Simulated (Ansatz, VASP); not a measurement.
**TiRh: VASP beside Ansatz**

File INCAR:

```
  PREC = Accurate
  ENCUT = 520
  EDIFF = 1E-6
  ISMEAR = 0
  SIGMA = 0.15
  LREAL = False
  LASPH = True
  NELM = 80
  ALGO = Fast
  ISIF = 2
  LWAVE = False
  LCHARG = True
  LELF = True
  LVHAR = True
  NBANDS = 20
```

KPOINTS

```
Automatic mesh
0
Gamma
  16 16 14
```

POSCAR

```
TiRh
1.0
    2.8386000000      0.0000000000      0.0000000000
    0.0000000000      2.8386000000      0.0000000000
    0.0000000000      0.0000000000      3.3500000000
Ti Rh
1 1
Direct
    0.5000000000      0.5000000000      0.5000000000
    0.0000000000      0.0000000000      0.0000000000
```

Input for Ansatz:

```yaml
crystal:
  lattice:
    - [2.8386, 0.0, 0.0]
    - [0.0, 2.8386, 0.0]
    - [0.0, 0.0, 3.35]
  atoms:
    - { symbol: Ti, position: [0.5, 0.5, 0.5] }
    - { symbol: Rh, position: [0.0, 0.0, 0.0] }
basis:
  ecutwfc: 420
kpoints:
  mp_grid: { grid: [16, 16, 14] }
hamiltonian:
  xc: lda
scf:
  occupations: { method: gaussian, width: 0.15 }
output:
  forces: true
  stress: true
  eigenvalues: true
```

Change from the starting cell: strain -0.0500 x Voigt [1, 1, 0, 0, 0, 0], atoms carried along.

Alike in both runs: task single point; functional LDA; k mesh 16 × 16 × 14; occupations gaussian, width 0.15 eV; no spin polarisation.

```csv
,VASP,Ansatz
version,VASP 6.6.1,Ansatz 0.2.0
potentials or method,"VASP PAW LDA potentials, release 64 (Ti_sv, Rh_pv), cutoff 520 eV","scalar-relativistic, plane waves, PAW"
valence electrons in the cell,27,29
```

```csv
,VASP,Ansatz,Ansatz less VASP
gap on the k mesh at the Fermi level (eV),none,none,-
pressure (GPa),10.5,10.0,-0.51
"traceless stress, the component that is largest in VASP (GPa)",-1.34,-1.34,+0.007
```

LDA's correlation is that of Perdew and Zunger in VASP and of Perdew and Wang (1992) in Ansatz. A gap of «none» marks a metal or a gap that the smearing closes. VASP's potentials hold 27 valence electrons a cell and Ansatz's 29, so a difference there can come from the potentials and not from the codes.
